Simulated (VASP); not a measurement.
Write the native input for VASP 6.6.1 that does the following.

| Property | Result |
| --- | --- |
| Task | single point |
| Functional | PBE |
| Potentials or basis | VASP PAW PBE potentials, release 64 (Zn, Cd, Te) |
| Cutoff | 520 eV |
| k mesh | 6 × 6 × 4 |
| Occupations | gaussian, width 0.02 eV |
| Spin | no spin polarisation |
| Dipole correction | no |
| Further INCAR settings | ALGO = Normal; EDIFF = 1e-06; NBANDS = 36 |

The structure of Zn2CdTe3 lies in POSCAR:

```
Zn2CdTe3
1.0
    4.4672940057      0.0000000000      0.0000000000
   -2.2336470028      3.8687900951      0.0000000000
    0.0000000000      0.0000000000     11.0010090000
Zn Cd Te
2 1 3
Direct
    0.3333333333      0.6666666667      0.6604900000
    0.6666666667      0.3333333333      0.3406080000
    0.0000000000      0.0000000000      0.9964020000
    0.0000000000      0.0000000000      0.7375610000
    0.3333333333      0.6666666667      0.4171020000
    0.6666666667      0.3333333333      0.0978370000
```

One way to write it, as run:

INCAR

```
ALGO = Normal ; EDIFF = 1E-6
ENCUT = 520 ; GGA = PE
ISIF = 2 ; ISMEAR = 0
LASPH = True ; LCHARG = False
LREAL = False ; LWAVE = False
NBANDS = 36 ; NELM = 100
PREC = Accurate ; SIGMA = 0.02
```

KPOINTS

```
k-points
0
Gamma
  6 6 4
```

Potentials or basis: VASP PAW PBE potentials, release 64 (Zn, Cd, Te).

Run with:

```bash
$ cat potpaw_PBE.64/Zn/POTCAR potpaw_PBE.64/Cd/POTCAR potpaw_PBE.64/Te/POTCAR > POTCAR
$ mpirun -np 1 vasp_std > vasp.out
```

Results of the run:

```yaml
Pressure: 0.1 GPa
Largest_force: 0.009 eV/Å
Band_gap_on_the_k_mesh: 0.71 eV
```

Caveat: semilocal functionals underestimate gaps, and a narrow one can read as zero; spin-orbit coupling is left out, which moves the levels of the heavy elements.

Run time: 3.6 min on 1 thread of Intel(R) Xeon(R) Platinum 8375C CPU @ 2.90GHz (Ice Lake), with other jobs on the host, peak memory 0.41 GiB.
